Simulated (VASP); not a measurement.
# CdF2 (Fm-3m) in VASP: further runs, part 3 of 3

VASP 6.6.1. The steps go on from the part before.

### Step 4. Single point, r2SCAN

This run uses another cell than the first one, of 11.45 Å³/atom.

Input file POSCAR:

```
CdF2
1.0
    0.0000000000      2.5800812769      2.5800812769
    2.5800812769      0.0000000000      2.5800812769
    2.5800812769      2.5800812769      0.0000000000
Cd F
1 2
Direct
    0.0000000000      0.0000000000      0.0000000000
    0.2500000000      0.2500000000      0.2500000000
    0.7500000000      0.7500000000      0.7500000000
```

Input file INCAR.step1:

```
PREC = Accurate
ENCUT = 770
ISMEAR = 0
SIGMA = 0.01
LREAL = F
LASPH = T
NELM = 120
NBANDS = 24
GGA = PE
ALGO = Normal
EDIFF = 1E-5
LWAVE = T
LCHARG = F
GGA_COMPAT = F
```

Input file INCAR.step2:

```
PREC = Accurate
ENCUT = 770
EDIFF = 1E-6
ISMEAR = 0
SIGMA = 0.01
LREAL = F
LASPH = T
NELM = 120
ALGO = Normal
ISIF = 2
LWAVE = F
LCHARG = F
METAGGA = R2SCAN
LMIXTAU = T
NBANDS = 24
ISTART = 1
GGA_COMPAT = F
```

Input file KPOINTS:

```
regular mesh
0
Gamma
  4 4 4
```

Potentials or basis: VASP PAW PBE potentials, release 64 (Cd_sv_GW, F).

On the command line:

```console
cat potpaw_PBE.64/Cd_sv_GW/POTCAR potpaw_PBE.64/F/POTCAR > POTCAR
cp INCAR.step1 INCAR
mpirun -np 1 vasp_std > vasp.out
cp INCAR.step2 INCAR
mpirun -np 1 vasp_std > vasp.out
```

OUTCAR:

```text
PREC = Accurate
   ENCUT = 770
   EDIFF = 1E-6
   ISMEAR = 0
   LREAL = F
   LASPH = T
   NELM = 120
   ISIF = 2
   METAGGA = R2SCAN
   ISTART = 1

 ion  position               nearest neighbor table
   1  0.000  0.000  0.000-   3 2.23   3 2.23   3 2.23   2 2.23   3 2.23   2 2.23   2 2.23   2 2.23

   2  0.250  0.250  0.250-   1 2.23   1 2.23   1 2.23   1 2.23
   3  0.750  0.750  0.750-   1 2.23   1 2.23   1 2.23   1 2.23

  LATTYP: Found a face centered cubic cell.
 ALAT       =     5.1601625538

  Lattice vectors:

 A1 = (   0.0000000000,   2.5800812769,   2.5800812769)
 A2 = (   2.5800812769,   0.0000000000,   2.5800812769)
 A3 = (   2.5800812769,   2.5800812769,   0.0000000000)

Analysis of symmetry for initial positions (statically):
=====================================================================
 Subroutine PRICEL returns:
 Original cell was already a primitive cell.

 Routine SETGRP: Setting up the symmetry group for a
 face centered cubic supercell.

 Subroutine GETGRP returns: Found 48 space group operations
 (whereof 48 operations were pure point group operations)
 out of a pool of 48 trial point group operations.

The static configuration has the point symmetry O_h .

Analysis of symmetry for dynamics (positions and initial velocities):
=====================================================================
 Subroutine PRICEL returns:
 Original cell was already a primitive cell.

 Routine SETGRP: Setting up the symmetry group for a
 face centered cubic supercell.

 Subroutine GETGRP returns: Found 48 space group operations
 (whereof 48 operations were pure point group operations)
 out of a pool of 48 trial point group operations.

The dynamic configuration has the point symmetry O_h .

 Subroutine INISYM returns: Found 48 space group operations
 (whereof 48 operations are pure point group operations),
[... 95 lines left out ...]
   EFERMI =   0.00;   METHOD = LEGACY
   ISMEAR =     0;   SIGMA  =   0.01  broadening in eV -4-tet -1-fermi 0-gaus
   EFERMI_NEDOS =   21; number of points for ismear=-14 and -15
   IALGO  =     38    algorithm
   IMIX   =      4    mixing-type and parameters
     AMIX     =   0.40;   BMIX     =  1.00
     AMIX_MAG =   1.60;   BMIX_MAG =  1.00
  volume/ion in A,a.u.               =      11.45        77.27
  Fermi-wavevector in a.u.,A,eV,Ry     =   1.631515  3.083116 36.216550  2.661841
  Thomas-Fermi vector in A             =   2.723638
   LORBIT       =      0    0 simple, 1 ext, 2 COOP (PROOUT), +10 PAW based schemes
   METAGGA = R2SCAN    functional components
   LHFCALC =     F    Hartree Fock is set to
   AEXX    =    0.0000 exact exchange contribution
   IVDW    =     0    specifies the selected vdW correction
   LEPSILON=     F    determine dielectric tensor
   LRPA    =     F    only Hartree local field effects (RPA)
 non-spin polarized calculation
 Gauss-broadening in eV      SIGMA  =   0.01
  energy-cutoff  :      770.00
  volume of cell :       34.35
 maximum number of plane-waves:      1700
 NGX is ok and might be reduce to    36
   NGX = 17   NGY = 17   NGZ = 17

 number of electron      34.0000004 magnetization

 Free energy of the ion-electron system (eV)
  ---------------------------------------------------
  ext. energy  EPLUGINS =         0.00000000
  ---------------------------------------------------
  free energy    TOTEN  =       -33.58191261 eV

  energy without entropy =      -33.58191261  energy(sigma->0) =      -33.58191261

 E-fermi :   1.5120     XC(G=0): -12.0035

 val. band max:        1.4220219539   @ k =  -0.2500   0.5000   0.2500
 cond. band min:       5.6917683224   @ k =   0.0000   0.0000   0.0000
 fundamental gap:      4.2697463684
 Fermi energy:         1.5119992270

 k-point     1 :       0.0000    0.0000    0.0000
  band No.  band energies     occupation
      1     -99.3433      2.00000
      2     -59.5584      2.00000
      3     -59.5584      2.00000
      4     -59.5584      2.00000
      5     -21.3345      2.00000
      6     -19.8782      2.00000
[... 205 lines left out ...]
     23      22.4488      0.00000
     24      24.5279      0.00000

------------------------ aborting loop because EDIFF is reached ----------------------------------------

  FORCE on cell =-STRESS in cart. coord.  units (eV):
  Direction    XX          YY          ZZ          XY          YZ          ZX
  --------------------------------------------------------------------------------------
  -------------------------------------------------------------------------------------
  Total        4.1905550      4.1905550      4.1905550      0.0000000      0.0000000     -0.0000000
  in kB      195.4573328    195.4573328    195.4573328      0.0000000      0.0000000     -0.0000000
  external PRESSURE =     195.4573328 kB  Pullay stress =       0.0000000 kB

 VOLUME and BASIS-vectors are now :
 -----------------------------------------------------------------------------
  energy-cutoff  :      770.00
  volume of cell :       34.35
      direct lattice vectors                 reciprocal lattice vectors
     0.000000000  2.580081277  2.580081277    -0.193792345  0.193792345  0.193792345
     2.580081277  0.000000000  2.580081277     0.193792345 -0.193792345  0.193792345
     2.580081277  2.580081277  0.000000000     0.193792345  0.193792345 -0.193792345

 POSITION                                       TOTAL-FORCE (eV/Angst)
 -----------------------------------------------------------------------------------
      0.00000      0.00000      0.00000         0.000000     -0.000000     -0.000000
      1.29004      1.29004      1.29004        -0.000000     -0.000000      0.000000
      3.87012      3.87012      3.87012         0.000000      0.000000     -0.000000
 -----------------------------------------------------------------------------------
    total drift:                               -0.000000      0.000000      0.000000

  FREE ENERGIE OF THE ION-ELECTRON SYSTEM (eV)
  ---------------------------------------------------
  free  energy   TOTEN  =       -33.5819126139 eV

  energy  without entropy=      -33.5819126139  energy(sigma->0) =      -33.58191261
```

Wall time 49 s (1 thread of Intel Xeon Platinum 8488C (Sapphire Rapids), shared host); peak memory 0.22 GiB.

Results:

| Item | Value |
| --- | --- |
| Free energy | -33.5819 eV |
| Pressure | 19.5 GPa |
| Band gap on the k mesh | 4.27 eV (least direct gap 4.58 eV) |

Levels at points of the mesh, in eV from the valence-band top:
```tsv
k point	band 14	band 15	band 16	band 17	band 18	band 19	band 20	band 21
(0.00, 0.00, 0.00)	-1.39	-0.31	-0.31	-0.31	4.27	14.21	14.21	14.21
(0.50, 0.00, 0.00)	-2.42	-2.42	-0.29	-0.29	9.09	10.08	16.83	16.83
(0.50, 0.50, 0.00)	-3.17	-0.84	-0.11	-0.11	10.04	11.36	12.49	16.53
```

Caveat: the k points lie up to 0.53 Å⁻¹ apart; the PAW data sets were made with another functional, which shifts forces and pressure a little. A k mesh can miss the band edges.

### Step 5. Single point, r2SCAN

This run uses another cell than the first one, of 13.03 Å³/atom.

Input file POSCAR:

```
CdF2
1.0
    0.0000000000      2.6939500265      2.6939500265
    2.6939500265      0.0000000000      2.6939500265
    2.6939500265      2.6939500265      0.0000000000
Cd F
1 2
Direct
    0.0000000000      0.0000000000      0.0000000000
    0.2500000000      0.2500000000      0.2500000000
    0.7500000000      0.7500000000      0.7500000000
```

Input file INCAR.step1:

```
PREC = Accurate
ENCUT = 770
ISMEAR = 0
SIGMA = 0.01
LREAL = False
LASPH = True
NELM = 120
NBANDS = 24
GGA = PE
ALGO = Normal
EDIFF = 1E-5
LWAVE = True
LCHARG = False
GGA_COMPAT = False
```

Input file INCAR.step2:

```
PREC = Accurate
ENCUT = 770
EDIFF = 1E-6
ISMEAR = 0
SIGMA = 0.01
LREAL = False
LASPH = True
NELM = 120
ALGO = Normal
ISIF = 2
LWAVE = False
LCHARG = True
METAGGA = R2SCAN
LMIXTAU = True
LELF = True
LVHAR = True
NBANDS = 24
ISTART = 1
GGA_COMPAT = False
```

KPOINTS is that of step 4.

On the command line:

```console
cat potpaw_PBE.64/Cd_sv_GW/POTCAR potpaw_PBE.64/F/POTCAR > POTCAR
cp INCAR.step1 INCAR
mpirun -np 1 vasp_std > vasp.out
cp INCAR.step2 INCAR
mpirun -np 1 vasp_std > vasp.out
```

Wall time 52 s (1 thread of AMD EPYC 9R45 (Zen 5), shared host); peak memory 0.2 GiB.

Results (log left out):

```
Free energy            : -33.8451 eV
Pressure               : -0.4 GPa
Band gap on the k mesh : 3.79 eV (least direct gap 4.31 eV)
```

Levels at points of the mesh, in eV from the valence-band top:
| k point | band 15 | band 16 | band 17 | band 18 | band 19 | band 20 |
| --- | --- | --- | --- | --- | --- | --- |
| (0.00, 0.00, 0.00) | -0.52 | -0.52 | -0.52 | 3.79 | 13.61 | 13.61 |
| (0.50, 0.00, 0.00) | -1.85 | -0.41 | -0.41 | 8.02 | 9.70 | 15.61 |
| (0.50, 0.50, 0.00) | -0.52 | -0.09 | -0.09 | 8.91 | 10.58 | 12.21 |

Caveat: the k points lie up to 0.50 Å⁻¹ apart; the PAW data sets were made with another functional, which shifts forces and pressure a little. A k mesh can miss the band edges.

### Step 6. Summary

| cell | gap on the mesh (eV) | pressure (GPa) |
| --- | --- | --- |
| a = 3.717 Å, angles 60.0°, 3 atoms | 4.06 | 9.5 |
| a = 3.759 Å, angles 60.0°, 3 atoms | 3.94 | 4.6 |
| a = 3.649 Å, angles 60.0°, 3 atoms | 4.27 | 19.5 |
| a = 3.810 Å, angles 60.0°, 3 atoms | 3.79 | -0.4 |

Alike in all rows: task single point; level r2SCAN; potentials or basis VASP PAW PBE potentials, release 64 (Cd_sv_GW, F); no spin polarisation; k mesh 4 × 4 × 4; cutoff (eV) 770; smearing gaussian 0.01 eV.

Caveats: all runs use coarse meshes; the PAW data sets were made with another functional, which shifts forces and pressure a little.

Total energies depend on the potentials used, so only differences within one code and one set of settings carry meaning.
